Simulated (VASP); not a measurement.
# NaCl (I4/mmm) in VASP: a series of runs

Runs on NaCl. Level: LDA. Tasks: single point.

Program: VASP 6.6.1. These are calculated values, not measurements. Logs are shortened: lines on timing, memory, paths and dates and some standing lists are left out, and cuts for length are marked.

**1. The cell of the first run**

It takes space group I4/mmm (No. 139, tetragonal). The conventional cell has a = 3.883 Å, b = 3.883 Å, c = 5.448 Å, α = 90.00°, β = 90.00°, γ = 90.00°. Na (site symmetry 4/mmm) has 6 Cl at 2.72 to 2.75 Å within 3.6 Å. Within 3.6 Å of Cl (site symmetry 4/mmm) lie 6 Na at 2.72 to 2.75 Å.

**2. Single point, LDA (in-plane strain +0.005)**

Input file INCAR:

```
PREC = Accurate
ENCUT = 520
EDIFF = 1E-6
ISMEAR = 0
SIGMA = 0.01
LREAL = False
LASPH = True
NELM = 60
ALGO = Normal
ISIF = 2
LWAVE = False
LCHARG = False
NBANDS = 14
```

Input file KPOINTS:

```
regular mesh
0
Gamma
  8 8 8
```

Input file POSCAR:

```
NaCl
1.0
    2.7458551868      2.7458551868      0.0000000000
   -2.7458551868      2.7458551868      0.0000000000
    0.0000000000      2.7458551868      2.7239976331
Na Cl
1 1
Direct
    0.0000000000      0.0000000000      0.0000000000
    0.5000000000      0.5000000000      0.0000000000
```

Potentials or basis: VASP PAW LDA potentials, release 64 (Na_pv, Cl).

The run is started by

```console
$ cat potpaw_LDA.64/Na_pv/POTCAR potpaw_LDA.64/Cl/POTCAR > POTCAR
$ mpirun -np 1 vasp_std > vasp.out
```

OUTCAR:

```text
PREC = Accurate
   ENCUT = 520
   EDIFF = 1E-6
   ISMEAR = 0
   LREAL = False
   LASPH = True
   NELM = 60
   ISIF = 2

 ion  position               nearest neighbor table
   1  0.000  0.000  0.000-   2 2.72   2 2.72
   2  0.500  0.500  0.000-   1 2.72   1 2.72

  LATTYP: Found a body centered tetragonal cell.
 ALAT       =     3.8832256455
 C/A-ratio  =     1.4029561410

  Lattice vectors:

 A1 = (   2.7458551868,   0.0000000000,  -2.7239976331)
 A2 = (  -2.7458551868,   0.0000000000,  -2.7239976331)
 A3 = (   0.0000000000,   2.7458551868,   2.7239976331)

Analysis of symmetry for initial positions (statically):
=====================================================================
 Subroutine PRICEL returns:
 Original cell was already a primitive cell.

 Routine SETGRP: Setting up the symmetry group for a
 body centered tetragonal supercell.

 Subroutine GETGRP returns: Found 16 space group operations
 (whereof 16 operations were pure point group operations)
 out of a pool of 16 trial point group operations.

The static configuration has the point symmetry D_4h.

Analysis of symmetry for dynamics (positions and initial velocities):
=====================================================================
 Subroutine PRICEL returns:
 Original cell was already a primitive cell.

 Routine SETGRP: Setting up the symmetry group for a
 body centered tetragonal supercell.

 Subroutine GETGRP returns: Found 16 space group operations
 (whereof 16 operations were pure point group operations)
 out of a pool of 16 trial point group operations.

The dynamic configuration has the point symmetry D_4h.

 Subroutine INISYM returns: Found 16 space group operations
 (whereof 16 operations are pure point group operations),
 and found     1 'primitive' translations

----------------------------------------------------------------------------------------

                                     Primitive cell

  volume of cell :      41.0764

  direct lattice vectors                    reciprocal lattice vectors
     2.745855187  2.745855187  0.000000000     0.182092633  0.182092633 -0.183553757
    -2.745855187  2.745855187  0.000000000    -0.182092633  0.182092633 -0.183553757
     0.000000000  2.745855187  2.723997633     0.000000000  0.000000000  0.367107514

  length of vectors
     3.883225645  3.883225645  3.867800901     0.316239522  0.316239522  0.367107514

  position of ions in fractional coordinates (direct lattice)
     0.000000000  0.000000000  0.000000000
     0.500000000  0.500000000  0.000000000

  ion indices of the primitive-cell ions
   primitive index   ion index
                 1           1
                 2           2

----------------------------------------------------------------------------------------

 KPOINTS: regular mesh

Automatic generation of k-mesh.
 Grid dimensions read from file:
 generate k-points for:    8    8    8

 Generating k-lattice:

  Cartesian coordinates                     Fractional coordinates (reciprocal lattice)
     0.022761579  0.022761579 -0.022944220     0.125000000  0.000000000 -0.000000000
    -0.022761579  0.022761579 -0.022944220     0.000000000  0.125000000 -0.000000000
     0.000000000  0.000000000  0.045888439     0.000000000  0.000000000  0.125000000

  Length of vectors
     0.039529940  0.039529940  0.045888439

  Shift w.r.t. Gamma in fractional coordinates (k-lattice)
     0.000000000  0.000000000  0.000000000

 Subroutine IBZKPT returns following result:
 ===========================================

 Found     59 irreducible k-points:

 Following reciprocal coordinates:
            Coordinates               Weight
  0.000000  0.000000  0.000000      1.000000
  0.125000  0.000000  0.000000      8.000000
  0.250000  0.000000  0.000000      8.000000
  0.375000  0.000000  0.000000      8.000000
  0.500000  0.000000  0.000000      4.000000
  0.125000  0.125000  0.000000      8.000000
[... 16 lines left out ...]
  0.250000  0.000000  0.125000      4.000000
  0.375000  0.000000  0.125000      8.000000
 [... further k-points ...]
   k-points           NKPTS =     59   k-points in BZ     NKDIM =     59   number of bands    NBANDS=     14
   number of dos      NEDOS =    301   number of ions     NIONS =      2
   total plane-waves  NPLWV =  27000
   dimension x,y,z NGX =    30 NGY =   30 NGZ =   30
   dimension x,y,z NGXF=    60 NGYF=   60 NGZF=   60
   ions per type =               1   1
   NGX,Y,Z   is equivalent  to a cutoff of  12.84, 12.84, 12.89 a.u.
   NGXF,Y,Z  is equivalent  to a cutoff of  25.69, 25.69, 25.79 a.u.
 SYSTEM =  unknown system
   PREC   = accura    normal or accurate (medium, high low for compatibility)
   ISTART =      0    job   : 0-new  1-cont  2-samecut
   ICHARG =      2    charge: 1-file 2-atom 10-const
   ISPIN  =      1    spin polarized calculation?
   LNONCOLLINEAR =      F non collinear calculations
   LSORBIT =      F    spin-orbit coupling
   LASPH  =      T    aspherical Exc in radial PAW
   ENCUT  =  520.0 eV  38.22 Ry    6.18 a.u.   7.22  7.22  7.19*2*pi/ulx,y,z
   NELM   =     60;   NELMIN=  2; NELMDL= -5     # of ELM steps
   EDIFF  = 0.1E-05   stopping-criterion for ELM
   LREAL  =      F    real-space projection
   EDIFFG = 0.1E-04   stopping-criterion for IOM
   NSW    =      0    number of steps for IOM
   IBRION =     -1    ionic relax: 0-MD 1-quasi-New 2-CG
   NFREE  =      0    steps in history (QN), initial steepest desc. (CG)
   ISIF   =      2    stress and relaxation
   ISYM   =      2    0-nonsym 1-usesym 2-fastsym
   POTIM  = 0.5000    time-step for ionic-motion
   TEBEG  =    0.0;   TEEND  =   0.0 temperature during run
   PSTRESS=    0.0 pullay stress
   NELECT =      14.0000    total number of electrons
   NUPDOWN=      -1.0000    fix difference up-down
   EMIN   =  10.00;   EMAX   =-10.00  energy-range for DOS
   EFERMI =   0.00;   METHOD = LEGACY
   ISMEAR =     0;   SIGMA  =   0.01  broadening in eV -4-tet -1-fermi 0-gaus
   EFERMI_NEDOS =   21; number of points for ismear=-14 and -15
   IALGO  =     38    algorithm
   IMIX   =      4    mixing-type and parameters
     AMIX     =   0.40;   BMIX     =  1.00
     AMIX_MAG =   1.60;   BMIX_MAG =  1.00
  volume/ion in A,a.u.               =      20.54       138.60
  Fermi-wavevector in a.u.,A,eV,Ry     =   1.143546  2.160988 17.792294  1.307697
  Thomas-Fermi vector in A             =   2.280240
   LORBIT       =      0    0 simple, 1 ext, 2 COOP (PROOUT), +10 PAW based schemes
   GGA     = CA    functional components
   LHFCALC =     F    Hartree Fock is set to
   AEXX    =    0.0000 exact exchange contribution
   IVDW    =     0    specifies the selected vdW correction
   LEPSILON=     F    determine dielectric tensor
   LRPA    =     F    only Hartree local field effects (RPA)
 non-spin polarized calculation
 Gauss-broadening in eV      SIGMA  =   0.01
  energy-cutoff  :      520.00
  volume of cell :       41.08
 maximum number of plane-waves:      1121
 NGX is ok and might be reduce to    30
   NGX = 15   NGY = 15   NGZ = 15

 number of electron      13.9999993 magnetization

 Free energy of the ion-electron system (eV)
  ---------------------------------------------------
  ext. energy  EPLUGINS =         0.00000000
  ---------------------------------------------------
  free energy    TOTEN  =        -7.38877620 eV

  energy without entropy =       -7.38877620  energy(sigma->0) =       -7.38877620

 E-fermi :  -0.2883     XC(G=0):  -9.1067

 val. band max:       -0.4022447171   @ k =   0.0000   0.0000   0.0000
 cond. band min:       4.6463395655   @ k =   0.0000   0.0000   0.0000
 fundamental gap:      5.0485842826
 Fermi energy:        -0.2882966640

 k-point     1 :       0.0000    0.0000    0.0000
  band No.  band energies     occupation
      1     -21.0417      2.00000
      2     -21.0417      2.00000
      3     -21.0417      2.00000
      4     -13.2088      2.00000
      5      -0.4080      2.00000
      6      -0.4022      2.00000
      7      -0.4022      2.00000
      8       4.6463      0.00000
      9      10.4992      0.00000
     10      10.4992      0.00000
     11      10.5635      0.00000
     12      12.8151      0.00000
     13      12.9208      0.00000
     14      14.3848      0.00000

 k-point     2 :       0.1250    0.0000    0.0000
  band No.  band energies     occupation
      1     -21.0487      2.00000
      2     -21.0422      2.00000
      3     -21.0422      2.00000
      4     -13.1453      2.00000
      5      -0.8556      2.00000
      6      -0.4562      2.00000
      7      -0.4550      2.00000
      8       5.1970      0.00000
      9       9.9619      0.00000
     10      10.7145      0.00000
     11      10.7620      0.00000
     12      12.5656      0.00000
     13      12.6550      0.00000
     14      15.4216      0.00000

 k-point     3 :       0.2500    0.0000    0.0000
  band No.  band energies     occupation
      1     -21.0655      2.00000
      2     -21.0435      2.00000
      3     -21.0432      2.00000
      4     -12.9866      2.00000
      5      -1.7286      2.00000
      6      -0.5774      2.00000
      7      -0.5728      2.00000
      8       6.1794      0.00000
      9       9.5025      0.00000
     10      10.8447      0.00000
     11      10.9215      0.00000
     12      12.8269      0.00000
     13      12.8618      0.00000
     14      15.4474      0.00000
[... 324 lines left out ...]
 k-point    23 :       0.2500    0.0000    0.1250
  band No.  band energies     occupation
      1     -21.0565      2.00000
      2     -21.0456      2.00000
      3     -21.0422      2.00000
      4     -13.0532      2.00000
      5      -1.3109      2.00000
      6      -0.6688      2.00000
      7      -0.4941      2.00000
      8       5.9185      0.00000
      9       9.4305      0.00000
     10      10.8823      0.00000
     11      11.0708      0.00000
     12      11.8544      0.00000
     13      13.1434      0.00000
     14      16.5610      0.00000

 k-point    24 :       0.3750    0.0000    0.1250
  band No.  band energies     occupation
      1     -21.0705      2.00000
      2     -21.0483      2.00000
      3     -21.0434      2.00000
      4     -12.8958      2.00000
      5      -1.9864      2.00000
      6      -0.8888      2.00000
      7      -0.6150      2.00000
      8       6.8325      0.00000
      9       9.2950      0.00000
     10      10.4257      0.00000
     11      11.0623      0.00000
     12      12.3638      0.00000
     13      14.3673      0.00000
     14      16.3413      0.00000

 [... further k-points ...]

------------------------ aborting loop because EDIFF is reached ----------------------------------------

  FORCE on cell =-STRESS in cart. coord.  units (eV):
  Direction    XX          YY          ZZ          XY          YZ          ZX
  --------------------------------------------------------------------------------------
  -------------------------------------------------------------------------------------
  Total       -0.0857536     -0.0857536      0.0292891      0.0000000      0.0000000      0.0000000
  in kB       -3.3448053     -3.3448053      1.1424180      0.0000000      0.0000000      0.0000000
  external PRESSURE =      -1.8490642 kB  Pullay stress =       0.0000000 kB

 VOLUME and BASIS-vectors are now :
 -----------------------------------------------------------------------------
  energy-cutoff  :      520.00
  volume of cell :       41.08
      direct lattice vectors                 reciprocal lattice vectors
     2.745855187  2.745855187  0.000000000     0.182092633  0.182092633 -0.183553757
    -2.745855187  2.745855187  0.000000000    -0.182092633  0.182092633 -0.183553757
     0.000000000  2.745855187  2.723997633     0.000000000  0.000000000  0.367107514

 POSITION                                       TOTAL-FORCE (eV/Angst)
 -----------------------------------------------------------------------------------
      0.00000      0.00000      0.00000        -0.000000     -0.000000      0.000000
      0.00000      2.74586      0.00000         0.000000      0.000000      0.000000
 -----------------------------------------------------------------------------------
    total drift:                               -0.000000      0.000000      0.000000

  FREE ENERGIE OF THE ION-ELECTRON SYSTEM (eV)
  ---------------------------------------------------
  free  energy   TOTEN  =        -7.3887762042 eV

  energy  without entropy=       -7.3887762042  energy(sigma->0) =       -7.38877620
```

Wall time 58 s (1 thread of AMD EPYC 7R13, shared host); peak memory 0.13 GiB.

Results:

```yaml
Free_energy: -7.3888 eV
Pressure: -0.2 GPa
Band_gap_on_the_k_mesh: 5.05 eV, direct
```

Caveat: the cell differs from its parent crystal (in-plane strain +0.005).

**3. Single point, LDA (film at in-plane strain +0.005)**

Input file INCAR:

```
  PREC = Accurate
  ENCUT = 520
  EDIFF = 1E-6
  ISMEAR = 0
  SIGMA = 0.01
  LREAL = False
  LASPH = True
  NELM = 80
  ALGO = Normal
  ISIF = 2
  LWAVE = False
  LCHARG = False
  GGA = CA
  NBANDS = 14
```

Input file KPOINTS:

```
Automatic mesh
0
Gamma
  8 8 8
```

POSCAR, as its differences from that of step 2:

```diff
@@ -4,3 +4,3 @@
    -2.7458551868      2.7458551868      0.0000000000
-    0.0000000000      2.7458551868      2.7239976331
+    0.0000000000      2.7458551868      2.7253473068
 Na Cl
```

Potentials or basis: VASP PAW LDA potentials, release 64 (Na_pv, Cl).

The run is started by

```console
$ cat potpaw_LDA.64/Na_pv/POTCAR potpaw_LDA.64/Cl/POTCAR > POTCAR
$ mpirun -np 1 vasp_std > vasp.out
```

Run time: 56 s. Hardware: 1 thread of AMD EPYC 7R13, shared host; peak memory 0.13 GiB.

Results (log left out):

| Item | Value |
| --- | --- |
| Free energy | -7.3888 eV |
| Pressure | -0.2 GPa |
| Band gap on the k mesh | 5.05 eV, direct |

Stress tensor (GPa, compression positive):
```
-0.34  0.00  0.00
 0.00 -0.34  0.00
 0.00  0.00  0.08
```

Levels at points of the mesh, in eV from the valence-band top:
```tsv
k point	band 3	band 4	band 5	band 6	band 7	band 8	band 9	band 10	band 11	band 12
(0.00, 0.00, 0.00)	-20.64	-12.81	-0.01	0.00	0.00	5.05	10.90	10.90	10.96	13.22
(0.50, 0.00, 0.00)	-20.64	-12.34	-2.31	-0.34	-0.33	7.04	10.84	10.92	10.98	15.11
(0.50, 0.50, 0.00)	-20.65	-12.29	-1.99	-0.72	-0.70	7.42	7.65	11.54	15.08	15.19
(0.00, 0.00, 0.50)	-20.65	-12.29	-1.99	-0.73	-0.73	7.41	7.62	11.61	15.08	15.08
```

Caveat: the cell differs from its parent crystal (film at in-plane strain +0.005).
